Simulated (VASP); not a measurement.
A run of VASP 6.6.1 is set up as follows.

INCAR

```
SYSTEM = HfO2
ALGO = Normal
EDIFF = 1E-7
ENCUT = 520
GGA = PE
ISIF = 2
ISMEAR = 0
LASPH = .TRUE.
LCHARG = .TRUE.
LELF = .TRUE.
LREAL = .FALSE.
LVHAR = .TRUE.
LWAVE = .FALSE.
NBANDS = 31
NELM = 60
PREC = Accurate
SIGMA = 0.05
```

File KPOINTS:

```
k-points
0
G
  6 6 4
  0 0 0
```

Contents of POSCAR:

```
HfO2
1.0
    3.6043047840      0.0000000000      0.0000000000
    0.0000000000      3.6043047840      0.0000000000
    0.0000000000      0.0000000000      5.2639672632
Hf O
2 4
Direct
    0.5000000000      0.5000000000      0.5000000000
    0.0000000000      0.0000000000      0.0000000000
    0.0096644333      0.5000000000      0.6969874388
    0.5000000000      0.0000000000      0.8067479052
    0.5000000000      0.0000000000      0.3067479052
    0.0000000000      0.5000000000      0.1932520948
```

Potentials or basis: VASP PAW PBE potentials, release 64 (Hf_pv, O).

Launch:

```bash
$ cat potpaw_PBE.64/Hf_pv/POTCAR potpaw_PBE.64/O/POTCAR > POTCAR
$ mpirun -np 1 vasp_std > vasp.out
```

Task: What does it give for the largest force?

Result: 0.647 eV/Å.

Task: What does it give for the band gap on the k mesh?

Result: 4.62 eV (least direct gap 4.69 eV).

Task: Predict the pressure.

Result: -3.3 GPa.

Forces in eV/Å, atoms in the order of the input:
```
Hf   0.285  0.000  0.101
Hf   0.028  0.000 -0.032
O   -0.584  0.000 -0.279
O    0.237  0.000  0.033
O    0.011  0.000  0.075
O    0.023  0.000  0.102
```

Caveat: the cell differs from its parent crystal (atom 3 (O) moved -0.040 Å towards its neighbour atom 1 (Hf) at 2.069 Å); the cell stands under tension; spin-orbit coupling is left out, which moves the levels of the heavy elements. A k mesh can miss the band edges.
